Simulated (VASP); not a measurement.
Write the native input for VASP 6.6.1 that does the following.

```yaml
Task: single point
Functional: r2SCAN
Potentials_or_basis: VASP PAW PBE potentials, release 64 (Mg)
Cutoff: 520 eV
k_mesh: 15 × 15 × 8
Occupations: gaussian, width 0.1 eV
Spin: no spin polarisation
Dipole_correction: no
Further_INCAR_settings: ALGO = Normal; EDIFF = 1e-07; NBANDS = 9
```

Mg:

```
Mg
1.0
     3.19388    0.00000    0.00000
    -1.59694    2.76599    0.00000
     0.00000    0.00000    5.10438
Mg
2
Direct
  0.33333 0.66667 0.25000
  0.66667 0.33333 0.75000
```

These files were run (other wordings do the same):

POSCAR

```
Mg
1.0
    3.1938845507      0.0000000000      0.0000000000
   -1.5969422754      2.7659851577      0.0000000000
    0.0000000000      0.0000000000      5.1043803985
Mg
2
Direct
    0.3333333333      0.6666666667      0.2500000000
    0.6666666667      0.3333333333      0.7500000000
```

INCAR.step1

```
SYSTEM = Mg
ALGO     = Normal         ! electronic algorithm
EDIFF    = 1E-4           ! SCF threshold, eV
ENCUT    = 520            ! plane-wave cutoff, eV
GGA      = PE             ! functional
ISMEAR   = 0              ! smearing method
LASPH    = .TRUE.         ! aspherical terms in the spheres
LCHARG   = .FALSE.        ! write CHGCAR
LREAL    = .FALSE.        ! projectors in reciprocal space
LWAVE    = .TRUE.         ! write WAVECAR
NBANDS   = 9              ! bands
NELM     = 100            ! most SCF steps
PREC     = Accurate       ! precision mode
SIGMA    = 0.1            ! smearing width, eV
```

INCAR.step2

```
SYSTEM = Mg
ALGO     = Normal         ! electronic algorithm
EDIFF    = 1E-7           ! SCF threshold, eV
ENCUT    = 520            ! plane-wave cutoff, eV
ISIF     = 2              ! what is computed and relaxed
ISMEAR   = 0              ! smearing method
ISTART   = 1            
LASPH    = .TRUE.         ! aspherical terms in the spheres
LCHARG   = .FALSE.        ! write CHGCAR
LMIXTAU  = .TRUE.       
LREAL    = .FALSE.        ! projectors in reciprocal space
LWAVE    = .FALSE.        ! write WAVECAR
METAGGA  = R2SCAN         ! meta-GGA
NBANDS   = 9              ! bands
NELM     = 100            ! most SCF steps
PREC     = Accurate       ! precision mode
SIGMA    = 0.1            ! smearing width, eV
```

KPOINTS

```
k-points
0
G
  15 15 8
  0 0 0
```

Potentials or basis: VASP PAW PBE potentials, release 64 (Mg).

Command:

```sh
$ cat potpaw_PBE.64/Mg/POTCAR > POTCAR
$ cp INCAR.step1 INCAR
$ mpirun -np 1 vasp_std > vasp.out
$ cp INCAR.step2 INCAR
$ mpirun -np 1 vasp_std > vasp.out
```

It gave:

```json
{
  "Pressure": "-0.3 GPa",
  "Band gap on the k mesh": "zero (bands 2 and 3 overlap by 1.95 eV)"
}
```

Caveat: the PAW data sets were made with another functional, which shifts forces and pressure a little.

It took 85 s on 1 thread of Intel(R) Xeon(R) 6975P-C (Granite Rapids), with other jobs on the host, peak memory 0.2 GiB.
